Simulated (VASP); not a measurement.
Set up this calculation in VASP 6.6.1, as the native input.

| Item | Value |
| --- | --- |
| Task | single point |
| Functional | PBEsol |
| Potentials or basis | VASP PAW PBE potentials, release 64 (H) |
| Cutoff | 520 eV |
| k mesh | 10 × 10 × 26 |
| Occupations | gaussian, width 0.05 eV |
| Spin | no spin polarisation |
| Dipole correction | no |
| Further INCAR settings | ALGO = Normal; EDIFF = 1e-06; NBANDS = 6 |

The structure of H lies in POSCAR:

```
H
1.0
    2.9146026128      0.0000000000      0.0000000000
    0.0000000000      2.6496387389      0.0000000000
    0.0000000000      0.0000000000      0.9804929200
H
1
Direct
    0.0000000000      0.0000000000      0.5000000000
```

This cell differs from its parent crystal: strain +0.1000 x Voigt [1, 0, 0, 0, 0, 0].

One way to write it, as run:

INCAR

```
PREC = Accurate
ENCUT = 520
EDIFF = 1E-6
ISMEAR = 0
SIGMA = 0.05
LREAL = False
LASPH = True
NELM = 60
ALGO = Normal
ISIF = 2
LWAVE = False
LCHARG = False
GGA = PS
NBANDS = 6
```

KPOINTS

```
Automatic mesh
0
Gamma
  10 10 26
```

Potentials or basis: VASP PAW PBE potentials, release 64 (H).

The run is started by

```sh
$ cat potpaw_PBE.64/H/POTCAR > POTCAR
$ mpirun -np 1 vasp_std > vasp.out
```

Results of the run:

```json
{
  "Pressure": "1.2 GPa",
  "Band gap on the k mesh": "zero (an odd number of electrons rules out a gap without spin polarisation)"
}
```

Caveat: the cell differs from its parent crystal (strain +0.1000 x Voigt [1, 0, 0, 0, 0, 0]); the PAW data sets were made with another functional, which shifts forces and pressure a little.

It took 19 s on 1 thread of Intel Xeon 8259CL, on a shared host, peak memory 0.12 GiB.
